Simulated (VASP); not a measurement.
Write the native input for VASP 6.6.1 that does the following.

| Quantity | Value |
| --- | --- |
| Task | relaxation of cell and atoms |
| Functional | PBEsol |
| Potentials or basis | VASP PAW PBE potentials, release 64 (Pd) |
| Cutoff | 600 eV |
| k mesh | 18 × 18 × 18 |
| Occupations | gaussian, width 0.1 eV |
| Spin | no spin polarisation |
| Dipole correction | no |
| Further INCAR settings | ALGO = Normal; EDIFF = 1e-07; IBRION = 2; EDIFFG = -0.005; NSW = 100; ISIF = 3 |

The structure of Pd lies in POSCAR:

```
Pd
1.0
    0.0000000000      1.9586507900      1.9586507900
    1.9586507900      0.0000000000      1.9586507900
    1.9586507900      1.9586507900      0.0000000000
Pd
1
Direct
    0.0000000000      0.0000000000      0.0000000000
```

One way to write it, as run:

INCAR

```
SYSTEM = Pd
PREC = Accurate
ENCUT = 600
EDIFF = 1E-7
ISMEAR = 0
SIGMA = 0.1
LREAL = .False.
LASPH = .True.
NELM = 80
ALGO = Normal
ISIF = 3
LWAVE = .False.
LCHARG = .False.
GGA = PS
IBRION = 2
NSW = 100
EDIFFG = -0.005
```

KPOINTS

```
Automatic mesh
0
Gamma
  18 18 18
  0 0 0
```

Potentials or basis: VASP PAW PBE potentials, release 64 (Pd).

The run is started by

```sh
$ cat potpaw_PBE.64/Pd/POTCAR > POTCAR
$ mpirun -np 1 vasp_std > vasp.out
```

It gave:

| Item | Value |
| --- | --- |
| Relaxed volume | 14.52 Å³/atom |
| Relaxed cell | a = 2.738 Å, b = 2.738 Å, c = 2.738 Å, α = 60.00°, β = 60.00°, γ = 60.00° |
| Space group after relaxing (to 0.05 Å) | Fm-3m (No. 225) |
| Energy gained by relaxing | 10.6 meV/atom |
| Ionic steps | 4 |
| Pressure after relaxing | 0.0 GPa |
| Band gap on the k mesh | zero (band 5 reaches 10.20 eV, above the bottom of band 6 at 8.57 eV) |

Caveat: the PAW data sets were made with another functional, which shifts forces and pressure a little.

Wall time 43 s on 1 thread of Intel Xeon 6975P-C, with other jobs on the host, peak memory 0.18 GiB.
